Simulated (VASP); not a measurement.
# Ir (Fm-3m) in VASP: further runs

The runs below take Ir through single point, with r2SCAN.

All numbers are computed with VASP 6.6.1; they aren't measurements. Logs are shortened: lines on timing, memory, paths and dates and some standing lists are left out, and cuts for length are marked.

### 1 The cell of the first run

It takes space group Fm-3m (No. 225, cubic). Conventional cell: a = 3.792 Å, b = 3.792 Å, c = 3.792 Å, α = 90.00°, β = 90.00°, γ = 90.00°. Ir (site symmetry m-3m) has 12 Ir at 2.68 Å within 3.5 Å.

### 2 Single point, r2SCAN (volume scaled by 0.960)

Contents of POSCAR:

```
Ir
1.0
    0.0000000000      1.8960714079      1.8960714079
    1.8960714079      0.0000000000      1.8960714079
    1.8960714079      1.8960714079      0.0000000000
Ir
1
Direct
    0.0000000000      0.0000000000      0.0000000000
```

Contents of INCAR.step1:

```
SYSTEM = Ir
PREC = Accurate ; ENCUT = 520
ISMEAR = 0 ; SIGMA = 0.05
LREAL = .False. ; LASPH = .True.
NELM = 60 ; NBANDS = 10
GGA = PE ; ALGO = Normal
EDIFF = 1E-4 ; LWAVE = .True.
LCHARG = .False.
```

Contents of INCAR.step2:

```
SYSTEM = Ir
PREC = Accurate ; ENCUT = 520
EDIFF = 1E-6 ; ISMEAR = 0
SIGMA = 0.05 ; LREAL = .False.
LASPH = .True. ; NELM = 60
ALGO = Normal ; ISIF = 2
LWAVE = .False. ; LCHARG = .False.
METAGGA = R2SCAN ; LMIXTAU = .True.
NBANDS = 10 ; ISTART = 1
```

Contents of KPOINTS:

```
regular mesh
0
Gamma
  20 20 20
  0 0 0
```

Potentials or basis: VASP PAW PBE potentials, release 64 (Ir).

Run with:

```console
$ cat potpaw_PBE.64/Ir/POTCAR > POTCAR
$ cp INCAR.step1 INCAR
$ mpirun -np 1 vasp_std > vasp.out
$ cp INCAR.step2 INCAR
$ mpirun -np 1 vasp_std > vasp.out
```

OUTCAR:

```text
SYSTEM = Ir
   PREC = Accurate
   ENCUT = 520
   EDIFF = 1E-6
   ISMEAR = 0
   LREAL = .False.
   LASPH = .True.
   NELM = 60
   ISIF = 2
   METAGGA = R2SCAN
   ISTART = 1

 ion  position               nearest neighbor table
   1  0.000  0.000  0.000-

  LATTYP: Found a face centered cubic cell.
 ALAT       =     3.7921428158

  Lattice vectors:

 A1 = (   0.0000000000,   1.8960714079,   1.8960714079)
 A2 = (   1.8960714079,   0.0000000000,   1.8960714079)
 A3 = (   1.8960714079,   1.8960714079,   0.0000000000)

Analysis of symmetry for initial positions (statically):
=====================================================================
 Subroutine PRICEL returns:
 Original cell was already a primitive cell.

 Routine SETGRP: Setting up the symmetry group for a
 face centered cubic supercell.

 Subroutine GETGRP returns: Found 48 space group operations
 (whereof 48 operations were pure point group operations)
 out of a pool of 48 trial point group operations.

The static configuration has the point symmetry O_h .

Analysis of symmetry for dynamics (positions and initial velocities):
=====================================================================
 Subroutine PRICEL returns:
 Original cell was already a primitive cell.

 Routine SETGRP: Setting up the symmetry group for a
 face centered cubic supercell.

 Subroutine GETGRP returns: Found 48 space group operations
 (whereof 48 operations were pure point group operations)
 out of a pool of 48 trial point group operations.

The dynamic configuration has the point symmetry O_h .

 Subroutine INISYM returns: Found 48 space group operations
 (whereof 48 operations are pure point group operations),
 and found     1 'primitive' translations

----------------------------------------------------------------------------------------

                                     Primitive cell

  volume of cell :      13.6331

  direct lattice vectors                    reciprocal lattice vectors
     0.000000000  1.896071408  1.896071408    -0.263703148  0.263703148  0.263703148
     1.896071408  0.000000000  1.896071408     0.263703148 -0.263703148  0.263703148
     1.896071408  1.896071408  0.000000000     0.263703148  0.263703148 -0.263703148

  length of vectors
     2.681449900  2.681449900  2.681449900     0.456747251  0.456747251  0.456747251

  position of ions in fractional coordinates (direct lattice)
     0.000000000  0.000000000  0.000000000

  ion indices of the primitive-cell ions
   primitive index   ion index
[... 72 lines left out ...]
   NELM   =     60;   NELMIN=  2; NELMDL=  0     # of ELM steps
   EDIFF  = 0.1E-05   stopping-criterion for ELM
   LREAL  =      F    real-space projection
   EDIFFG = 0.1E-04   stopping-criterion for IOM
   NSW    =      0    number of steps for IOM
   IBRION =     -1    ionic relax: 0-MD 1-quasi-New 2-CG
   NFREE  =      0    steps in history (QN), initial steepest desc. (CG)
   ISIF   =      2    stress and relaxation
   ISYM   =      2    0-nonsym 1-usesym 2-fastsym
   POTIM  = 0.5000    time-step for ionic-motion
   TEBEG  =    0.0;   TEEND  =   0.0 temperature during run
   PSTRESS=    0.0 pullay stress
   NELECT =       9.0000    total number of electrons
   NUPDOWN=      -1.0000    fix difference up-down
   EMIN   =  10.00;   EMAX   =-10.00  energy-range for DOS
   EFERMI =   0.00;   METHOD = LEGACY
   ISMEAR =     0;   SIGMA  =   0.05  broadening in eV -4-tet -1-fermi 0-gaus
   EFERMI_NEDOS =   21; number of points for ismear=-14 and -15
   IALGO  =     38    algorithm
   IMIX   =      4    mixing-type and parameters
     AMIX     =   0.40;   BMIX     =  1.00
     AMIX_MAG =   1.60;   BMIX_MAG =  1.00
  volume/ion in A,a.u.               =      13.63        92.00
  Fermi-wavevector in a.u.,A,eV,Ry     =   1.425469  2.693745 27.646503  2.031961
  Thomas-Fermi vector in A             =   2.545849
   LORBIT       =      0    0 simple, 1 ext, 2 COOP (PROOUT), +10 PAW based schemes
   METAGGA = R2SCAN    functional components
   LHFCALC =     F    Hartree Fock is set to
   AEXX    =    0.0000 exact exchange contribution
   IVDW    =     0    specifies the selected vdW correction
   LEPSILON=     F    determine dielectric tensor
   LRPA    =     F    only Hartree local field effects (RPA)
 non-spin polarized calculation
 Gauss-broadening in eV      SIGMA  =   0.05
  energy-cutoff  :      520.00
  volume of cell :       13.63
 maximum number of plane-waves:       380
   NGX =  9   NGY =  9   NGZ =  9

 number of electron       9.0000001 magnetization

 Free energy of the ion-electron system (eV)
  ---------------------------------------------------
  ext. energy  EPLUGINS =         0.00000000
  ---------------------------------------------------
  free energy    TOTEN  =       -52.33214315 eV

  energy without entropy =      -52.33159144  energy(sigma->0) =      -52.33186730

 E-fermi :  10.7665     XC(G=0): -15.5866

 val. band max:       10.7598003636   @ k =   0.4000   0.3500   0.0000
 cond. band min:      10.7725969143   @ k =   0.5000   0.4000   0.1000
 fundamental gap:      0.0127965507
 Fermi energy:        10.7665074402

 k-point     1 :       0.0000    0.0000    0.0000
  band No.  band energies     occupation
      1      -1.1111      2.00000
      2       6.5968      2.00000
      3       6.5968      2.00000
      4       6.5968      2.00000
      5       9.4786      2.00000
      6       9.4786      2.00000
      7      25.8514      0.00000
      8      31.9480      0.00000
      9      31.9480      0.00000
     10      31.9480      0.00000
[... 287 lines left out ...]
 k-point    24 :      -0.3500    0.0500    0.0000
  band No.  band energies     occupation
      1       2.1052      2.00000
      2       6.6201      2.00000
      3       6.7371      2.00000
      4       7.5536      2.00000
      5      10.6491      1.99910
      6      11.5152      0.00000
      7      21.9734      0.00000
      8      26.8050      0.00000
      9      32.9082      0.00000
     10      34.6726      0.00000

 [... further k-points ...]
[... 5 lines left out ...]
  --------------------------------------------------------------------------------------
  -------------------------------------------------------------------------------------
  Total        1.7118667      1.7118667      1.7118667     -0.0000000      0.0000000      0.0000000
  in kB      201.1807742    201.1807742    201.1807742     -0.0000000      0.0000000      0.0000000
  external PRESSURE =     201.1807742 kB  Pullay stress =       0.0000000 kB

 VOLUME and BASIS-vectors are now :
 -----------------------------------------------------------------------------
  energy-cutoff  :      520.00
  volume of cell :       13.63
      direct lattice vectors                 reciprocal lattice vectors
     0.000000000  1.896071408  1.896071408    -0.263703148  0.263703148  0.263703148
     1.896071408  0.000000000  1.896071408     0.263703148 -0.263703148  0.263703148
     1.896071408  1.896071408  0.000000000     0.263703148  0.263703148 -0.263703148

 POSITION                                       TOTAL-FORCE (eV/Angst)
 -----------------------------------------------------------------------------------
      0.00000      0.00000      0.00000        -0.000000     -0.000000     -0.000000
 -----------------------------------------------------------------------------------
    total drift:                                0.000000      0.000000      0.000000

  FREE ENERGIE OF THE ION-ELECTRON SYSTEM (eV)
  ---------------------------------------------------
  free  energy   TOTEN  =       -52.3321431534 eV

  energy  without entropy=      -52.3315914390  energy(sigma->0) =      -52.33186730
```

OUTCAR.step1:

```text
SYSTEM = Ir
   PREC = Accurate
   ENCUT = 520
   ISMEAR = 0
   LREAL = .False.
   LASPH = .True.
   NELM = 60
[... 528 lines left out ...]
 -----------------------------------------------------------------------------------
      0.00000      0.00000      0.00000        -0.000000      0.000000      0.000000
 -----------------------------------------------------------------------------------
    total drift:                                0.000000      0.000000      0.000000

  FREE ENERGIE OF THE ION-ELECTRON SYSTEM (eV)
  ---------------------------------------------------
  free  energy   TOTEN  =        -8.7882529296 eV

  energy  without entropy=       -8.7876726196  energy(sigma->0) =       -8.78796277
```

It took 42 s on 1 thread of Intel Xeon 6975P-C (Granite Rapids), shared host; peak memory 0.16 GiB.

What came out:

```yaml
Free_energy: -52.3321 eV
Pressure: 20.1 GPa
```

Caveat: the PAW data sets were made with another functional, which shifts forces and pressure a little; spin-orbit coupling is left out, which moves the levels of the heavy elements.

### 3 Single point, r2SCAN (volume scaled by 0.980)

Contents of POSCAR:

```
Ir
1.0
    0.0000000000      1.9091481757      1.9091481757
    1.9091481757      0.0000000000      1.9091481757
    1.9091481757      1.9091481757      0.0000000000
Ir
1
Direct
    0.0000000000      0.0000000000      0.0000000000
```

Contents of INCAR.step1:

```
SYSTEM = Ir
PREC = Accurate
ENCUT = 520
ISMEAR = 0
SIGMA = 0.05
LREAL = .False.
LASPH = .True.
NELM = 60
NBANDS = 10
GGA = PE
ALGO = Normal
EDIFF = 1E-4
LWAVE = .True.
LCHARG = .False.
```

Contents of INCAR.step2:

```
SYSTEM = Ir
PREC = Accurate
ENCUT = 520
EDIFF = 1E-6
ISMEAR = 0
SIGMA = 0.05
LREAL = .False.
LASPH = .True.
NELM = 60
ALGO = Normal
ISIF = 2
LWAVE = .False.
LCHARG = .False.
METAGGA = R2SCAN
LMIXTAU = .True.
NBANDS = 10
ISTART = 1
```

KPOINTS is that of step 2.

Potentials or basis: VASP PAW PBE potentials, release 64 (Ir).

Run with:

```console
$ cat potpaw_PBE.64/Ir/POTCAR > POTCAR
$ cp INCAR.step1 INCAR
$ mpirun -np 1 vasp_std > vasp.out
$ cp INCAR.step2 INCAR
$ mpirun -np 1 vasp_std > vasp.out
```

OUTCAR:

```text
SYSTEM = Ir
   PREC = Accurate
   ENCUT = 520
   EDIFF = 1E-6
   ISMEAR = 0
   LREAL = .False.
   LASPH = .True.
   NELM = 60
   ISIF = 2
   METAGGA = R2SCAN
   ISTART = 1

 ion  position               nearest neighbor table
   1  0.000  0.000  0.000-

  LATTYP: Found a face centered cubic cell.
 ALAT       =     3.8182963514

  Lattice vectors:

 A1 = (   0.0000000000,   1.9091481757,   1.9091481757)
 A2 = (   1.9091481757,   0.0000000000,   1.9091481757)
 A3 = (   1.9091481757,   1.9091481757,   0.0000000000)

Analysis of symmetry for initial positions (statically):
=====================================================================
 Subroutine PRICEL returns:
 Original cell was already a primitive cell.

 Routine SETGRP: Setting up the symmetry group for a
 face centered cubic supercell.

 Subroutine GETGRP returns: Found 48 space group operations
 (whereof 48 operations were pure point group operations)
 out of a pool of 48 trial point group operations.

The static configuration has the point symmetry O_h .

Analysis of symmetry for dynamics (positions and initial velocities):
=====================================================================
[... 157 lines left out ...]

 val. band max:       10.3914627404   @ k =   0.4000   0.3500   0.0000
 cond. band min:      10.4027783997   @ k =   0.5000   0.4000   0.1000
 fundamental gap:      0.0113156593
 Fermi energy:        10.3961749102

 k-point     1 :       0.0000    0.0000    0.0000
  band No.  band energies     occupation
      1      -1.2478      2.00000
      2       6.3596      2.00000
      3       6.3596      2.00000
      4       6.3596      2.00000
      5       9.1455      2.00000
      6       9.1455      2.00000
      7      25.5319      0.00000
      8      31.4985      0.00000
      9      31.4985      0.00000
     10      31.4985      0.00000
[... 287 lines left out ...]
 k-point    24 :      -0.3500    0.0500    0.0000
  band No.  band energies     occupation
      1       1.9525      2.00000
      2       6.3841      2.00000
      3       6.4976      2.00000
      4       7.2741      2.00000
      5      10.2848      1.99837
      6      11.1208      0.00000
      7      21.4091      0.00000
      8      26.4118      0.00000
      9      32.2895      0.00000
     10      34.0441      0.00000

 [... further k-points ...]
[... 5 lines left out ...]
  --------------------------------------------------------------------------------------
  -------------------------------------------------------------------------------------
  Total        0.9302337      0.9302337      0.9302337      0.0000000      0.0000000      0.0000000
  in kB      107.0911847    107.0911847    107.0911847      0.0000000      0.0000000      0.0000000
  external PRESSURE =     107.0911847 kB  Pullay stress =       0.0000000 kB

 VOLUME and BASIS-vectors are now :
 -----------------------------------------------------------------------------
  energy-cutoff  :      520.00
  volume of cell :       13.92
      direct lattice vectors                 reciprocal lattice vectors
     0.000000000  1.909148176  1.909148176    -0.261896906  0.261896906  0.261896906
     1.909148176  0.000000000  1.909148176     0.261896906 -0.261896906  0.261896906
     1.909148176  1.909148176  0.000000000     0.261896906  0.261896906 -0.261896906

 POSITION                                       TOTAL-FORCE (eV/Angst)
 -----------------------------------------------------------------------------------
      0.00000      0.00000      0.00000         0.000000     -0.000000     -0.000000
 -----------------------------------------------------------------------------------
    total drift:                                0.000000      0.000000      0.000000

  FREE ENERGIE OF THE ION-ELECTRON SYSTEM (eV)
  ---------------------------------------------------
  free  energy   TOTEN  =       -52.3593636483 eV

  energy  without entropy=      -52.3587975948  energy(sigma->0) =      -52.35908062
```

Wall time 44 s (1 thread of Intel Xeon 6975P-C (Granite Rapids), shared host); peak memory 0.15 GiB.

What came out:

* Free energy: -52.3594 eV
* Pressure: 10.7 GPa

Caveat: the PAW data sets were made with another functional, which shifts forces and pressure a little; spin-orbit coupling is left out, which moves the levels of the heavy elements.

(Part 1 of 2 ends here.)
